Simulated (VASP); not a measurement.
# PbS (R3m) in VASP: further runs

The runs below take PbS through single point, with PBE-based screened hybrid, r2SCAN50, r2SCAN.

Everything below comes from runs of VASP 6.6.1. Logs are shortened: lines on timing, memory, paths and dates and some standing lists are left out, and cuts for length are marked.

## (1) The cell of the first run

The structure is trigonal, space group R3m (No. 160). Conventional cell: a = 4.201 Å, b = 4.201 Å, c = 10.291 Å, α = 90.00°, β = 90.00°, γ = 120.00°. Pb (site symmetry 3m) has 6 S at 2.97 Å within 3.9 Å. Within 3.9 Å of S (site symmetry 3m) lie 6 Pb at 2.97 Å.

## (2) Single point, PBE-based screened hybrid

The input, POSCAR:

```
PbS
1.0
    2.1005109573      1.2127305666      3.4301898177
   -2.1005109573      1.2127305666      3.4301898177
    0.0000000000     -2.4254611333      3.4301898176
Pb S
1 1
Direct
    0.9781436759      0.9781436759      0.9781436759
    0.4774576541      0.4774576541      0.4774576541
```

The input, INCAR.step1:

```
SYSTEM = PbS
PREC = Accurate
ENCUT = 520
EDIFF = 1E-5
ISMEAR = 0
SIGMA = 0.01
LREAL = .FALSE.
LASPH = .TRUE.
NELM = 60
ALGO = Normal
ISIF = 2
LWAVE = .TRUE.
GGA = PE
NBANDS = 17
```

The input, INCAR.step2:

```
SYSTEM = PbS
PREC = Accurate
ENCUT = 520
EDIFF = 1E-6
ISMEAR = 0
SIGMA = 0.01
LREAL = .FALSE.
LASPH = .TRUE.
NELM = 60
ALGO = Normal
ISIF = 2
LWAVE = .FALSE.
LCHARG = .TRUE.
GGA = PE
LHFCALC = .TRUE.
AEXX = 0.3
HFSCREEN = 0.1
PRECFOCK = Normal
LELF = .TRUE.
LVHAR = .TRUE.
ISTART = 1
NBANDS = 17
```

The input, KPOINTS:

```
regular mesh
0
G
  4 4 4
  0 0 0
```

Potentials or basis: VASP PAW PBE potentials, release 64 (Pb_d, S).

Command:

```bash
cat potpaw_PBE.64/Pb_d/POTCAR potpaw_PBE.64/S/POTCAR > POTCAR
cp INCAR.step1 INCAR
mpirun -np 1 vasp_std > vasp.out
cp INCAR.step2 INCAR
mpirun -np 1 vasp_std > vasp.out
```

OUTCAR:

```text
SYSTEM = PbS
   PREC = Accurate
   ENCUT = 520
   EDIFF = 1E-6
   ISMEAR = 0
   LREAL = .FALSE.
   LASPH = .TRUE.
   NELM = 60
   ISIF = 2
   GGA = PE
   LHFCALC = .TRUE.
   AEXX = 0.3
   HFSCREEN = 0.1
   PRECFOCK = Normal
   ISTART = 1

 ion  position               nearest neighbor table
   1  0.978  0.978  0.978-   2 2.97   2 2.97   2 2.97   2 2.97   2 2.97   2 2.97
   2  0.477  0.477  0.477-   1 2.97   1 2.97   1 2.97   1 2.97   1 2.97   1 2.97

  LATTYP: Found a trigonal (rhomboedric) cell.
 ALAT       =     4.2010788965
 COS(alpha) =     0.5000135635

  Lattice vectors:

 A1 = (   2.1005109573,   1.2127305666,   3.4301898177)
 A2 = (  -2.1005109573,   1.2127305666,   3.4301898177)
 A3 = (   0.0000000000,  -2.4254611333,   3.4301898176)

Analysis of symmetry for initial positions (statically):
=====================================================================
 Subroutine PRICEL returns:
 Original cell was already a primitive cell.

 Routine SETGRP: Setting up the symmetry group for a
 trigonal (rhombohedral) supercell.

 Subroutine GETGRP returns: Found  6 space group operations
 (whereof  6 operations were pure point group operations)
 out of a pool of 12 trial point group operations.

The static configuration has the point symmetry C_3v.

Analysis of symmetry for dynamics (positions and initial velocities):
=====================================================================
 Subroutine PRICEL returns:
 Original cell was already a primitive cell.

 Routine SETGRP: Setting up the symmetry group for a
 trigonal (rhombohedral) supercell.

 Subroutine GETGRP returns: Found  6 space group operations
 (whereof  6 operations were pure point group operations)
 out of a pool of 12 trial point group operations.

The dynamic configuration has the point symmetry C_3v.

 Subroutine INISYM returns: Found  6 space group operations
 (whereof  6 operations are pure point group operations),
 and found     1 'primitive' translations

----------------------------------------------------------------------------------------

                                     Primitive cell

  volume of cell :      52.4274

  direct lattice vectors                    reciprocal lattice vectors
     2.100510957  1.212730567  3.430189818     0.238037321  0.137430911  0.097176352
    -2.100510957  1.212730567  3.430189818    -0.238037321  0.137430911  0.097176352
     0.000000000 -2.425461133  3.430189818     0.000000000 -0.274861822  0.097176352

  length of vectors
     4.201078896  4.201078896  4.201078896     0.291534328  0.291534328  0.291534328

  position of ions in fractional coordinates (direct lattice)
     0.978143676  0.978143676  0.978143676
     0.477457654  0.477457654  0.477457654

  ion indices of the primitive-cell ions
   primitive index   ion index
                 1           1
                 2           2

----------------------------------------------------------------------------------------

 KPOINTS: regular mesh

Automatic generation of k-mesh.
 Grid dimensions read from file:
 generate k-points for:    4    4    4

 Generating k-lattice:

  Cartesian coordinates                     Fractional coordinates (reciprocal lattice)
     0.059509330  0.034357728  0.024294088     0.250000000  0.000000000  0.000000000
    -0.059509330  0.034357728  0.024294088     0.000000000  0.250000000  0.000000000
     0.000000000 -0.068715456  0.024294088     0.000000000  0.000000000  0.250000000

  Length of vectors
     0.072883582  0.072883582  0.072883582

  Shift w.r.t. Gamma in fractional coordinates (k-lattice)
     0.000000000  0.000000000  0.000000000

 Subroutine IBZKPT returns following result:
 ===========================================

 Found     13 irreducible k-points:

 Following reciprocal coordinates:
            Coordinates               Weight
  0.000000  0.000000  0.000000      1.000000
  0.250000  0.000000 -0.000000      6.000000
  0.250000  0.250000  0.250000      2.000000
  0.500000  0.000000 -0.000000      3.000000
  0.500000  0.500000  0.500000      1.000000
  0.250000  0.250000 -0.000000      6.000000
  0.500000  0.250000 -0.000000     12.000000
  0.250000  0.250000 -0.250000      6.000000
  0.500000  0.250000  0.500000      6.000000
 -0.250000  0.250000  0.000000      6.000000
  0.250000  0.250000  0.500000      6.000000
  0.500000  0.500000 -0.000000      3.000000
 -0.250000  0.500000  0.250000      6.000000
   k-points           NKPTS =     13   k-points in BZ     NKDIM =     64   number of bands    NBANDS=     17
   number of dos      NEDOS =    301   number of ions     NIONS =      2
   total plane-waves  NPLWV =  32768
   dimension x,y,z NGX =    32 NGY =   32 NGZ =   32
   dimension x,y,z NGXF=    64 NGYF=   64 NGZF=   64
   ions per type =               1   1
   NGX,Y,Z   is equivalent  to a cutoff of  12.66, 12.66, 12.66 a.u.
   NGXF,Y,Z  is equivalent  to a cutoff of  25.33, 25.33, 25.33 a.u.
 SYSTEM =  PbS
   PREC   = accura    normal or accurate (medium, high low for compatibility)
   ISTART =      1    job   : 0-new  1-cont  2-samecut
   ICHARG =      0    charge: 1-file 2-atom 10-const
   ISPIN  =      1    spin polarized calculation?
   LNONCOLLINEAR =      F non collinear calculations
   LSORBIT =      F    spin-orbit coupling
   LASPH  =      T    aspherical Exc in radial PAW
   ENCUT  =  520.0 eV  38.22 Ry    6.18 a.u.   7.81  7.81  7.81*2*pi/ulx,y,z
   NELM   =     60;   NELMIN=  2; NELMDL=  0     # of ELM steps
   EDIFF  = 0.1E-05   stopping-criterion for ELM
   LREAL  =      F    real-space projection
   EDIFFG = 0.1E-04   stopping-criterion for IOM
   NSW    =      0    number of steps for IOM
   IBRION =     -1    ionic relax: 0-MD 1-quasi-New 2-CG
   NFREE  =      0    steps in history (QN), initial steepest desc. (CG)
   ISIF   =      2    stress and relaxation
   ISYM   =      3    0-nonsym 1-usesym 2-fastsym
   POTIM  = 0.5000    time-step for ionic-motion
   TEBEG  =    0.0;   TEEND  =   0.0 temperature during run
   PSTRESS=    0.0 pullay stress
   NELECT =      20.0000    total number of electrons
   NUPDOWN=      -1.0000    fix difference up-down
   EMIN   =  10.00;   EMAX   =-10.00  energy-range for DOS
   EFERMI =   0.00;   METHOD = LEGACY
   ISMEAR =     0;   SIGMA  =   0.01  broadening in eV -4-tet -1-fermi 0-gaus
   EFERMI_NEDOS =   21; number of points for ismear=-14 and -15
   IALGO  =     38    algorithm
   IMIX   =      1    mixing-type and parameters
     AMIX     =   0.40;   BMIX     =  1.00
     AMIX_MAG =   1.60;   BMIX_MAG =  1.00
  volume/ion in A,a.u.               =      26.21       176.90
  Fermi-wavevector in a.u.,A,eV,Ry     =   1.187313  2.243696 19.180302  1.409712
  Thomas-Fermi vector in A             =   2.323467
   LORBIT       =      0    0 simple, 1 ext, 2 COOP (PROOUT), +10 PAW based schemes
   GGA     = PE    functional components
   LHFCALC =     T    Hartree Fock is set to
   PRECFOCK=normal    Normal, Fast or Accurate (Low or Medium for compatibility)
   ENCUT4O =  -1.0   cutoff for four orbital integrals eV
   NKREDX  =     1    reduce k-point grid by
   NKREDY  =     1    reduce k-point grid by
   NKREDZ  =     1    reduce k-point grid by
   AEXX    =    0.3000 exact exchange contribution
   HFSCREEN=    0.1000 screening length (either q_TF or 0.3 A-1)
   HFSCREENC=   0.1000 screening length for correlation (either q_TF or 0.3 A-1)
   ENCUTFOCK=  -1.0 apply spherical cutoff to Coloumb kernel
   IVDW    =     0    specifies the selected vdW correction
   LEPSILON=     F    determine dielectric tensor
   LRPA    =     F    only Hartree local field effects (RPA)
 non-spin polarized calculation
 Gauss-broadening in eV      SIGMA  =   0.01
  energy-cutoff  :      520.00
  volume of cell :       52.43
 maximum number of plane-waves:      1428
  NGX = 24; NGY = 24; NGZ = 24

 number of electron      20.0000001 magnetization

 Free energy of the ion-electron system (eV)
  ---------------------------------------------------
  ext. energy  EPLUGINS =         0.00000000
  ---------------------------------------------------
  free energy    TOTEN  =       -11.34735912 eV

  energy without entropy =      -11.34735912  energy(sigma->0) =      -11.34735912

 E-fermi :   5.3459     XC(G=0):  -7.4779

 val. band max:        5.2241912029   @ k =   0.5000   0.0000  -0.0000
 cond. band min:       6.4857126137   @ k =   0.5000   0.0000  -0.0000
 fundamental gap:      1.2615214108
 Fermi energy:         5.3459316679

 k-point     1 :       0.0000    0.0000    0.0000
  band No.  band energies     occupation
      1     -13.7854      2.00000
      2     -13.7854      2.00000
      3     -13.7854      2.00000
      4     -13.7837      2.00000
      5     -13.7837      2.00000
      6     -10.2643      2.00000
[... 9 lines left out ...]
     16      13.1899      0.00000
     17      15.0812      0.00000

 k-point     2 :       0.2500    0.0000   -0.0000
  band No.  band energies     occupation
      1     -13.8023      2.00000
      2     -13.8023      2.00000
      3     -13.7840      2.00000
      4     -13.7631      2.00000
      5     -13.7631      2.00000
      6      -9.7207      2.00000
[... 9 lines left out ...]
     16      14.5265      0.00000
     17      18.5480      0.00000

 k-point     3 :       0.2500    0.2500    0.2500
  band No.  band energies     occupation
      1     -13.8023      2.00000
      2     -13.8023      2.00000
      3     -13.7840      2.00000
      4     -13.7631      2.00000
      5     -13.7631      2.00000
      6      -9.7208      2.00000
[... 9 lines left out ...]
     16      14.5265      0.00000
     17      18.5478      0.00000

 k-point     4 :       0.5000    0.0000   -0.0000
  band No.  band energies     occupation
      1     -13.8203      2.00000
      2     -13.8203      2.00000
      3     -13.7839      2.00000
      4     -13.7409      2.00000
      5     -13.7409      2.00000
      6      -8.9396      2.00000
[... 9 lines left out ...]
     16      16.9373      0.00000
     17      17.3143      0.00000
[... 123 lines left out ...]
      1     -13.8377      2.00000
      2     -13.8065      2.00000
      3     -13.7722      2.00000
      4     -13.7571      2.00000
      5     -13.7542      2.00000
      6      -8.9984      2.00000
[... 9 lines left out ...]
     16      16.5414      0.00000
     17      17.4752      0.00000

 k-point    12 :       0.5000    0.5000   -0.0000
  band No.  band energies     occupation
      1     -13.9563      2.00000
      2     -13.8105      2.00000
      3     -13.7589      2.00000
      4     -13.7264      2.00000
      5     -13.7264      2.00000
      6      -8.4468      2.00000
[... 9 lines left out ...]
     16      19.2176      0.00000
     17      19.2328      0.00000

 k-point    13 :      -0.2500    0.5000    0.2500
  band No.  band energies     occupation
      1     -13.9078      2.00000
      2     -13.7871      2.00000
      3     -13.7698      2.00000
      4     -13.7698      2.00000
      5     -13.7263      2.00000
      6      -8.4165      2.00000
[... 9 lines left out ...]
     16      18.8767      0.00000
     17      19.2269      0.00000

------------------------ aborting loop because EDIFF is reached ----------------------------------------

  FORCE on cell =-STRESS in cart. coord.  units (eV):
  Direction    XX          YY          ZZ          XY          YZ          ZX
  --------------------------------------------------------------------------------------
  -------------------------------------------------------------------------------------
  Total        0.1225551      0.1225551      0.1225622      0.0000000      0.0000000      0.0000000
  in kB        3.7452723      3.7452723      3.7454880      0.0000000      0.0000000      0.0000000
  external PRESSURE =       3.7453442 kB  Pullay stress =       0.0000000 kB

 VOLUME and BASIS-vectors are now :
 -----------------------------------------------------------------------------
  energy-cutoff  :      520.00
  volume of cell :       52.43
      direct lattice vectors                 reciprocal lattice vectors
     2.100510957  1.212730567  3.430189818     0.238037321  0.137430911  0.097176352
    -2.100510957  1.212730567  3.430189818    -0.238037321  0.137430911  0.097176352
     0.000000000 -2.425461133  3.430189818     0.000000000 -0.274861822  0.097176352

 POSITION                                       TOTAL-FORCE (eV/Angst)
 -----------------------------------------------------------------------------------
      0.00000     -0.00000     10.06566         0.000000     -0.000000      0.002924
      0.00000     -0.00000      4.91331         0.000000      0.000000     -0.002924
 -----------------------------------------------------------------------------------
    total drift:                                0.000004      0.000006      0.000039

  FREE ENERGIE OF THE ION-ELECTRON SYSTEM (eV)
  ---------------------------------------------------
  free  energy   TOTEN  =       -11.3473591246 eV

  energy  without entropy=      -11.3473591246  energy(sigma->0) =      -11.34735912
```

Wall time 14 min (1 thread of AMD EPYC 7R13 (Zen 3), shared host); peak memory 0.26 GiB.

What came out:

| Quantity | Value |
| --- | --- |
| Free energy | -11.3474 eV |
| Pressure | 0.4 GPa |
| Band gap on the k mesh | 1.26 eV, direct |

Forces in eV/Å, atoms in the order of the input:
```
Pb   0.000  0.000  0.003
S    0.000  0.000 -0.003
```

Caveat: the k points lie up to 0.46 Å⁻¹ apart; the PAW data sets were made with another functional, which shifts forces and pressure a little; spin-orbit coupling is left out, which moves the levels of the heavy elements. A k mesh can miss the band edges.

(Continued in part 2 of 2.)
